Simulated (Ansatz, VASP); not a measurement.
One calculation of P, two programs

```
P
1.0
     4.74232   -4.18520   -0.00918
     4.74232    4.18520   -0.00918
    -0.03509    0.00000    5.02955
P
8
Direct
  0.85127 0.85127 0.23756
  0.14873 0.14873 0.76244
  0.71918 0.71918 0.58554
  0.28082 0.28082 0.41446
  0.50160 0.77839 0.24938
  0.22161 0.49840 0.75062
  0.49840 0.22161 0.75062
  0.77839 0.50160 0.24938
```

Change from the starting cell: strain +0.050 along x and y, -0.050 along z, atoms carried along.

Alike in both runs: task single point; functional PBEsol; k mesh 6 × 6 × 6; occupations gaussian, width 0.05 eV; no spin polarisation.

|  | VASP | Ansatz |
| --- | --- | --- |
| version | VASP 6.6.1 | Ansatz 0.2.0 |
| potentials or method | VASP PAW PBE potentials, release 64 (P), cutoff 520 eV | scalar-relativistic, plane waves, PAW |
| valence electrons in the cell | 40 | 40 |

Ansatz gave:

| Quantity | Value |
| --- | --- |
| gap on the k mesh at the Fermi level (eV) | 2.10 |
| least direct gap on the mesh (eV) | 2.46 |
| pressure (GPa) | -2.1 |
| traceless stress, the component that is largest in VASP (GPa) | 6.66 |
| rms of the force components (eV/Å) | 0.864 |

Question: Estimate VASP's values.

Answer: gap on the k mesh at the Fermi level (eV): 2.11; least direct gap on the mesh (eV): 2.46; pressure (GPa): -2.3; traceless stress, the component that is largest in VASP (GPa): 6.64; rms of the force components (eV/Å): 0.877.

VASP's potentials were made for PBE, not for PBEsol. Atom by atom the forces differ by 0.042 eV/Å (rms over components).
